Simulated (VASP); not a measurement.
Write the native input for VASP 6.6.1 that does the following.

```
Task                   : single point
Functional             : PBEsol
Potentials or basis    : VASP PAW PBE potentials, release 64 (Re)
Cutoff                 : 520 eV
k mesh                 : 22 × 22 × 22
Occupations            : gaussian, width 0.15 eV
Spin                   : no spin polarisation
Dipole correction      : no
Further INCAR settings : ALGO = Normal; EDIFF = 1e-07; NBANDS = 10
```

The structure of Re lies in POSCAR:

```
Re
1.0
    0.0000000000      2.2799709547      1.4819811206
    2.2799709547      0.0000000000      1.4819811206
    2.2799709547      2.2799709547      0.0000000000
Re
1
Direct
    0.0000000000      0.0000000000      0.0000000000
```

This cell differs from its parent crystal: ratio of the length along z to the lengths across it x 0.65, volume and fractional coordinates fixed.

The input as run:

INCAR

```
PREC = Accurate ; ENCUT = 520
EDIFF = 1E-7 ; ISMEAR = 0
SIGMA = 0.15 ; LREAL = False
LASPH = True ; NELM = 100
ALGO = Normal ; ISIF = 2
LWAVE = False ; LCHARG = False
GGA = PS ; NBANDS = 10
```

KPOINTS

```
regular mesh
0
Gamma
  22 22 22
```

Potentials or basis: VASP PAW PBE potentials, release 64 (Re).

Run with:

```bash
$ cat potpaw_PBE.64/Re/POTCAR > POTCAR
$ mpirun -np 1 vasp_std > vasp.out
```

Results of the run:

```yaml
Pressure: -16.3 GPa
```

Caveat: the PAW data sets were made with another functional, which shifts forces and pressure a little.

It took 56 s on 1 thread of Intel(R) Xeon(R) Platinum 8559C (Emerald Rapids), with other jobs on the host, peak memory 0.24 GiB.
